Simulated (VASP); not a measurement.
# FeSi16 (a cell with a defect) in VASP: notebook

FeSi16 (a cell with a defect) is run at these levels: PBEsol; tasks: single point.

All numbers are computed with VASP 6.6.1; they aren't measurements. Logs are shortened: lines on timing, memory, paths and dates and some standing lists are left out, and cuts for length are marked.

### 1 The cell of the first run

The cell holds a defect, 17 atoms: a = 7.679 Å, b = 7.679 Å, c = 7.679 Å, α = 60.00°, β = 60.00°, γ = 60.00°.

### 2 Single point, PBEsol, collinear spin, ferromagnetic start

Input file INCAR:

```
SYSTEM = FeSi16
PREC = Accurate ; ENCUT = 520
EDIFF = 1E-6 ; ISMEAR = 0
SIGMA = 0.05 ; LREAL = Auto
LASPH = .True. ; NELM = 150
ALGO = Normal ; ISIF = 2
LWAVE = .False. ; LCHARG = .False.
ISPIN = 2 ; MAGMOM = 0 0 0 0 0 0 0 0 0 0 0 0 0 0 0 0 2.5
LORBIT = 11 ; LMAXMIX = 4
GGA = PS ; NBANDS = 54
```

Input file KPOINTS:

```
Automatic mesh
0
Gamma
  2 2 2
  0 0 0
```

Input file POSCAR:

```
FeSi16
1.0
    0.0000000000      5.4300000000      5.4300000000
    5.4300000000      0.0000000000      5.4300000000
    5.4300000000      5.4300000000      0.0000000000
Si Fe
16 1
Direct
   -0.0043964213      0.0042973636     -0.0046356773
    0.1339030776      0.0989590442      0.1335440527
   -0.0047451248      0.0049563053      0.5043718766
    0.1243770756      0.1333885684      0.6210746937
    0.0086442155      0.4736110672      0.0090391023
    0.1219243724      0.6211497986      0.1218236675
   -0.0042365621      0.5098175256      0.4971764228
    0.1215502337      0.6213133848      0.6352949033
    0.5049456254      0.0043397553     -0.0048444290
    0.6213413415      0.1331471406      0.1242704862
    0.4989259080      0.0030289984      0.4988473922
    0.6210781665      0.1333799871      0.6208857811
    0.4972194733      0.5095523434     -0.0041743827
    0.6351372432      0.6210511839      0.1217077598
    0.4969635023      0.5098104894      0.4970767328
    0.6231773090      0.6300483649      0.6232308167
    0.8822931640      0.8542522792      0.8809776011
```

Potentials or basis: VASP PAW PBE potentials, release 64 (Si, Fe).

Started as:

```sh
$ cat potpaw_PBE.64/Si/POTCAR potpaw_PBE.64/Fe/POTCAR > POTCAR
$ mpirun -np 1 vasp_std > vasp.out
```

OUTCAR:

```text
SYSTEM = FeSi16
   PREC = Accurate
   ENCUT = 520
   EDIFF = 1E-6
   ISMEAR = 0
   LREAL = Auto
   LASPH = .True.
   NELM = 150
   ISIF = 2
   ISPIN = 2
   LORBIT = 11
   GGA = PS

 ion  position               nearest neighbor table
   1  0.996  0.004  0.995-   2 2.34  10 2.35   4 2.35  17 2.37   6 2.40
   2  0.134  0.099  0.134-   3 2.33   9 2.33   1 2.34   5 2.35
   3  0.995  0.005  0.504-   2 2.33  12 2.35   4 2.35  17 2.37   8 2.41
   4  0.124  0.133  0.621-   3 2.35   1 2.35  11 2.35   7 2.36  17 2.83
   5  0.009  0.474  0.009-  14 2.35   6 2.35   8 2.35   2 2.35  17 2.39
   6  0.122  0.621  0.122-   5 2.35  13 2.36   7 2.36   1 2.40  17 2.61
   7  0.996  0.510  0.497-  16 2.34   6 2.36   8 2.36   4 2.36
   8  0.122  0.621  0.635-   5 2.35   7 2.36  15 2.36   3 2.41  17 2.60
   9  0.505  0.004  0.995-   2 2.33  12 2.35  10 2.35  17 2.37  14 2.40
  10  0.621  0.133  0.124-   1 2.35   9 2.35  11 2.35  13 2.36  17 2.84
  11  0.499  0.003  0.499-  16 2.34  12 2.35   4 2.35  10 2.35
  12  0.621  0.133  0.621-   3 2.35   9 2.35  11 2.35  15 2.36  17 2.83
  13  0.497  0.510  0.996-  16 2.34   6 2.36  14 2.36  10 2.36
  14  0.635  0.621  0.122-   5 2.35  13 2.36  15 2.36   9 2.40  17 2.61
  15  0.497  0.510  0.497-  16 2.34  14 2.36   8 2.36  12 2.36
  16  0.623  0.630  0.623-   7 2.34  13 2.34  15 2.34  11 2.34
  17  0.882  0.854  0.881-   3 2.37   9 2.37   1 2.37   5 2.39   8 2.60  14 2.61   6 2.61   4 2.83
                            12 2.83  10 2.84

  LATTYP: Found a face centered cubic cell.
 ALAT       =    10.8600000000

  Lattice vectors:

 A1 = (   0.0000000000,   5.4300000000,   5.4300000000)
 A2 = (   5.4300000000,   0.0000000000,   5.4300000000)
 A3 = (   5.4300000000,   5.4300000000,   0.0000000000)

Analysis of symmetry for initial positions (statically):
=====================================================================
 Subroutine PRICEL returns:
 Original cell was already a primitive cell.

 Routine SETGRP: Setting up the symmetry group for a
 face centered cubic supercell.

 Subroutine GETGRP returns: Found  1 space group operations
 (whereof  1 operations were pure point group operations)
 out of a pool of 48 trial point group operations.

The static configuration has the point symmetry C_1 .

Analysis of symmetry for dynamics (positions and initial velocities):
=====================================================================
 Subroutine PRICEL returns:
 Original cell was already a primitive cell.

 Routine SETGRP: Setting up the symmetry group for a
 face centered cubic supercell.

 Subroutine GETGRP returns: Found  1 space group operations
 (whereof  1 operations were pure point group operations)
 out of a pool of 48 trial point group operations.

The dynamic configuration has the point symmetry C_1 .

Analysis of structural, dynamic, and magnetic symmetry:
[... 174 lines left out ...]

 val. band max:        6.3132920641   @ k =   0.5000   0.0000   0.0000
 cond. band min:       6.3315465464   @ k =   0.5000   0.0000   0.5000
 fundamental gap:      0.0182544823
 Fermi energy:         6.3237231393

 spin component 1

 k-point     1 :       0.0000    0.0000    0.0000
  band No.  band energies     occupation
      1      -6.0885      1.00000
      2      -3.7397      1.00000
      3      -3.6839      1.00000
      4      -3.6832      1.00000
      5      -3.6794      1.00000
      6      -2.0999      1.00000
[... 397 lines left out ...]
     47      10.2014      0.00000
     48      10.2844      0.00000
 Fermi energy:         6.3237231393

 spin component 2

 k-point     1 :       0.0000    0.0000    0.0000
  band No.  band energies     occupation
      1      -6.0555      1.00000
      2      -3.7087      1.00000
      3      -3.6548      1.00000
      4      -3.6462      1.00000
      5      -3.6453      1.00000
      6      -2.0715      1.00000
[... 397 lines left out ...]
     47      10.3072      0.00000
     48      10.3349      0.00000
 [bands above 48 left out]

------------------------ aborting loop because EDIFF is reached ----------------------------------------

  FORCE on cell =-STRESS in cart. coord.  units (eV):
  Direction    XX          YY          ZZ          XY          YZ          ZX
  --------------------------------------------------------------------------------------
  -------------------------------------------------------------------------------------
  Total        0.4307294      0.4088499      0.4097751      0.1950479      0.2124461     -0.2082790
  in kB        2.1551903      2.0457146      2.0503438      0.9759382      1.0629917     -1.0421414
  external PRESSURE =       2.0837496 kB  Pullay stress =       0.0000000 kB

 VOLUME and BASIS-vectors are now :
 -----------------------------------------------------------------------------
  energy-cutoff  :      520.00
  volume of cell :      320.21
      direct lattice vectors                 reciprocal lattice vectors
     0.000000000  5.430000000  5.430000000    -0.092081031  0.092081031  0.092081031
     5.430000000  0.000000000  5.430000000     0.092081031 -0.092081031  0.092081031
     5.430000000  5.430000000  0.000000000     0.092081031  0.092081031 -0.092081031

 POSITION                                       TOTAL-FORCE (eV/Angst)
 -----------------------------------------------------------------------------------
      5.42816     10.81096      5.42946         0.005116     -0.003471      0.006076
      1.26249      1.45224      1.26444        -0.001928     -0.006667      0.000708
      2.76565      8.14297      5.43115        -0.005112     -0.007636      0.010935
      4.09674      4.04780      1.39967         0.000187     -0.000726      0.003350
      2.62079      0.09602      2.61865        -0.013364      0.008494     -0.004998
      4.03435      1.32355      4.03489         0.009888      0.012858      0.006913
[... 9 lines left out ...]
      6.80531      6.76800      6.80502         0.005475     -0.008180      0.007117
      9.42230      9.57456      9.42944         0.003888      0.017274     -0.010329
 -----------------------------------------------------------------------------------
    total drift:                                0.007923     -0.011049      0.008726

  FREE ENERGIE OF THE ION-ELECTRON SYSTEM (eV)
  ---------------------------------------------------
  free  energy   TOTEN  =       -98.3386313910 eV

  energy  without entropy=      -98.3286096022  energy(sigma->0) =      -98.33362050

 total charge

# of ion       s       p       d       tot
------------------------------------------
    1        0.737   0.958   0.000   1.695
    2        0.762   0.917   0.000   1.678
    3        0.737   0.958   0.000   1.695
    4        0.738   0.945   0.000   1.683
    5        0.735   0.955   0.000   1.690
    6        0.734   0.942   0.000   1.676
[... 9 lines left out ...]
   16        0.740   0.963   0.000   1.703
   17        0.385   0.429   6.540   7.354
--------------------------------------------------
tot         12.223  15.565   6.540  34.329

 magnetization (x)

# of ion       s       p       d       tot
------------------------------------------
    1       -0.001   0.031   0.000   0.030
    2       -0.001   0.001   0.000  -0.000
    3       -0.001   0.031   0.000   0.030
    4        0.000   0.003   0.000   0.004
    5       -0.000   0.027   0.000   0.027
    6        0.000   0.006   0.000   0.007
[... 9 lines left out ...]
   16       -0.001  -0.001   0.000  -0.002
   17        0.005   0.012   1.612   1.629
--------------------------------------------------
tot         -0.002   0.191   1.612   1.802
```

stdout:

```text
POSCAR found type information on POSCAR SiFe
 POSCAR found :  2 types and      17 ions
 scaLAPACK will be used
 -----------------------------------------------------------------------------
|                                                                             |
|                                                                             |
|     You enforced a specific xc type in the INCAR file but a different       |
|     I HOPE YOU KNOW WHAT YOU ARE DOING!                                     |
|                                                                             |
 -----------------------------------------------------------------------------

 LDA part: xc-table for (Slater+PW92), standard interpolation
 POSCAR, INCAR and KPOINTS ok, starting setup
 FFT: planning ... GRIDC
 FFT: planning ... GRID_SOFT
 FFT: planning ... GRID
 WAVECAR not read
 entering main loop
```

Run time: 13 min. Hardware: 1 thread of Intel Xeon 6975P-C, shared host; peak memory 0.72 GiB.

What came out:

| Item | Value |
| --- | --- |
| Free energy | -98.3386 eV |
| Pressure | 0.2 GPa |
| Largest force | 0.024 eV/Å |
| Band gap on the k mesh | 0.02 eV |
| Net moment | 2.00 μB per cell |
| Site moments | Si +0.03, -0.00, +0.00, +0.01; Fe +1.63 μB |
| Valence electrons inside the program's atomic spheres | Si 1.70, 1.68, 1.69; Fe 7.35 |

Forces on the atoms (eV/Å):
```
Si   0.005 -0.003  0.006
Si  -0.002 -0.007  0.001
Si  -0.005 -0.008  0.011
Si   0.000 -0.001  0.003
Si  -0.013  0.008 -0.005
Si   0.010  0.013  0.007
Si   0.001  0.004 -0.013
Si  -0.020 -0.009  0.009
Si   0.008 -0.006  0.001
Si   0.002 -0.001 -0.002
Si   0.002 -0.001  0.003
Si   0.002 -0.005 -0.001
Si  -0.015  0.002  0.000
Si   0.013 -0.010 -0.015
Si   0.002  0.014 -0.002
Si   0.005 -0.008  0.007
Fe   0.004  0.017 -0.010
```

Caveat: the k points lie up to 0.50 Å⁻¹ apart; the PAW data sets were made with another functional, which shifts forces and pressure a little.

### 3 Single point, PBEsol, collinear spin, ferromagnetic start

Input file INCAR:

```
SYSTEM = FeSi16
PREC     = Accurate       ! precision mode
ENCUT    = 520            ! plane-wave cutoff, eV
EDIFF    = 1E-7           ! SCF threshold, eV
ISMEAR   = 0              ! smearing method
SIGMA    = 0.05           ! smearing width, eV
LREAL    = Auto         
LASPH    = .TRUE.         ! aspherical terms in the spheres
NELM     = 150            ! most SCF steps
ALGO     = Normal         ! electronic algorithm
ISIF     = 2              ! what is computed and relaxed
LWAVE    = .FALSE.        ! write WAVECAR
LCHARG   = .FALSE.        ! write CHGCAR
ISPIN    = 2              ! spin polarisation
MAGMOM   = 0 0 0 0 0 0 0 0 0 0 0 0 0 0 0 0 2.5 ! initial moments
LORBIT   = 11             ! projections on sites
LMAXMIX  = 4              ! l up to which the mixer works
GGA      = PS             ! functional
NBANDS   = 54             ! bands
```

Input file KPOINTS:

```
Automatic mesh
0
G
  2 2 2
  0 0 0
```

Input file POSCAR:

```
FeSi16
1.0
    0.0000000000      5.4300000000      5.4300000000
    5.4300000000      0.0000000000      5.4300000000
    5.4300000000      5.4300000000      0.0000000000
Si Fe
16 1
Direct
    0.0019573058     -0.0059208611      0.0016525864
    0.1271977617      0.1159050495      0.1271025894
   -0.0098798985      0.0043240510      0.5024245914
    0.1276038799      0.1155010397      0.6291992978
    0.0033541938      0.4920633874      0.0033791145
    0.1261580866      0.6213291150      0.1258461731
    0.0040143769      0.4917053522      0.5002513986
    0.1199066269      0.6209087438      0.6292022944
    0.5025311654      0.0043242883     -0.0098414054
    0.6294820408      0.1156030912      0.1273668297
    0.5030227850      0.0042753288      0.5027765024
    0.6161314678      0.1518580741      0.6161567301
    0.5006029583      0.4918065238      0.0037953014
    0.6291971426      0.6209718438      0.1201103526
    0.4911325954      0.5265323629      0.4913660481
    0.6299317479      0.6204707847      0.6296629600
    0.7425878138      0.7715825650      0.7427179356
```

Potentials or basis: VASP PAW PBE potentials, release 64 (Si, Fe).

Started as:

```sh
$ cat potpaw_PBE.64/Si/POTCAR potpaw_PBE.64/Fe/POTCAR > POTCAR
$ mpirun -np 1 vasp_std > vasp.out
```

Wall time 13 min (1 thread of Intel Xeon 6975P-C, shared host); peak memory 0.72 GiB.

It converged, with:

- Free energy: -98.3384 eV
- Pressure: 0.2 GPa
- Largest force: 0.033 eV/Å
- Band gap on the k mesh: 0.02 eV
- Net moment: 2.00 μB per cell
- Site moments: Si -0.00, +0.01, +0.00, +0.03; Fe +1.63 μB
- Valence electrons inside the program's atomic spheres: Si 1.70, 1.69, 1.68, 1.67; Fe 7.35

Forces in eV/Å, atoms in the order of the input:
```
Si   0.006 -0.002  0.004
Si  -0.002  0.013 -0.001
Si   0.007  0.002 -0.008
Si  -0.019 -0.003  0.004
Si   0.002 -0.002  0.003
Si  -0.006  0.002 -0.004
Si   0.004  0.000 -0.004
Si  -0.009  0.013  0.026
Si  -0.006  0.000  0.008
Si   0.002 -0.001 -0.018
Si   0.000  0.009 -0.001
Si   0.004 -0.008  0.004
Si  -0.004 -0.001  0.003
Si   0.024  0.012 -0.009
Si  -0.009 -0.001 -0.006
Si  -0.007 -0.031 -0.009
Fe   0.010 -0.003  0.009
```

Stress tensor (GPa, compression positive):
```
 0.22  0.09 -0.10
 0.09  0.21  0.09
-0.10  0.09  0.21
```

Levels at points of the mesh, in eV from the valence-band top:
Spin up:
```
           k point  band 33  band 34  band 35  band 36  band 37  band 38  band 39  band 40  band 41  band 42
(0.00, 0.00, 0.00)    -0.40    -0.29    -0.29    -0.26    -0.26     0.15     0.46     0.46     0.68     0.76
(0.50, 0.00, 0.00)    -1.25    -0.90    -0.75    -0.39    -0.27     0.75     1.11     1.19     1.28     1.37
(0.00, 0.50, 0.00)    -1.32    -0.84    -0.84    -0.31    -0.31     0.53     1.17     1.17     1.29     1.35
(0.00, 0.00, 0.50)    -1.25    -0.90    -0.75    -0.39    -0.27     0.75     1.11     1.19     1.28     1.37
(0.50, 0.50, 0.50)    -1.25    -0.90    -0.75    -0.39    -0.27     0.74     1.11     1.19     1.28     1.37
(0.50, 0.50, 0.00)    -1.58    -1.38    -0.92    -0.86    -0.20     0.71     1.15     1.93     1.97     2.01
(0.00, 0.50, 0.50)    -1.58    -1.38    -0.92    -0.86    -0.19     0.71     1.15     1.93     1.97     2.01
(0.50, 0.00, 0.50)    -1.58    -1.38    -0.91    -0.86    -0.20     0.71     1.15     1.93     1.97     2.01
```
Spin down:
```tsv
k point	band 32	band 33	band 34	band 35	band 36	band 37	band 38	band 39
(0.00, 0.00, 0.00)	-0.85	-0.25	-0.20	-0.20	0.20	0.21	0.24	0.87
(0.50, 0.00, 0.00)	-1.04	-0.73	-0.25	0.00	0.32	0.42	0.87	1.22
(0.00, 0.50, 0.00)	-1.10	-0.60	-0.27	-0.26	0.49	0.50	0.63	1.24
(0.00, 0.00, 0.50)	-1.04	-0.73	-0.25	0.00	0.32	0.42	0.87	1.22
(0.50, 0.50, 0.50)	-1.04	-0.73	-0.25	0.00	0.32	0.42	0.86	1.22
(0.50, 0.50, 0.00)	-1.54	-0.90	-0.19	-0.14	0.02	0.93	0.97	1.38
(0.00, 0.50, 0.50)	-1.53	-0.90	-0.19	-0.14	0.02	0.93	0.97	1.38
(0.50, 0.00, 0.50)	-1.54	-0.90	-0.19	-0.14	0.02	0.93	0.97	1.38
```

Caveat: the k points lie up to 0.50 Å⁻¹ apart; the PAW data sets were made with another functional, which shifts forces and pressure a little.
